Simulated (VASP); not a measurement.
A run of VASP 6.6.1 is set up as follows.

File INCAR:

```
  PREC = Accurate
  ENCUT = 600
  EDIFF = 1E-6
  ISMEAR = 1
  SIGMA = 0.24
  LREAL = F
  LASPH = T
  NELM = 200
  ALGO = Normal
  ISIF = 2
  LWAVE = F
  LCHARG = F
  ISPIN = 2
  MAGMOM = 0.81
  LORBIT = 11
  LMAXMIX = 4
  LDAU = T
  LDAUTYPE = 2
  LDAUL = 2
  LDAUU = 1
  LDAUJ = 0
  LDAUPRINT = 1
  GGA = PE
  NBANDS = 15
  GGA_COMPAT = F
```

The input KPOINTS:

```
regular mesh
0
Gamma
  3 3 3
```

Contents of POSCAR:

```
Ni
1.0
    0.0000000000      1.7679500000      1.7679500000
    1.7679500000      0.0000000000      1.7679500000
    1.7679500000      1.7679500000      0.0000000000
Ni
1
Direct
    0.0000000000      0.0000000000      0.0000000000
```

Potentials or basis: VASP PAW PBE potentials, release 64 (Ni).

Command:

```console
$ cat potpaw_PBE.64/Ni/POTCAR > POTCAR
$ mpirun -np 1 vasp_std > vasp.out
```

Problem. Predict the site moments.

Solution. Ni +1.12 μB.

Problem. What does it give for the net moment?

Solution. 1.11 μB per cell.

Eigenvalues of the final occupation matrices:
| site | spin | trace | eigenvalues |
| --- | --- | --- | --- |
| site 1 d | 1 | 4.69 | 0.93 0.93 0.93 0.95 0.95 |
| site 1 d | 2 | 3.53 | 0.57 0.57 0.57 0.91 0.91 |

Caveat: the k points lie up to 1.03 Å⁻¹ apart; the U is typed as a test and isn't derived for this compound. The state reached can hang on the start; a lower one may exist.
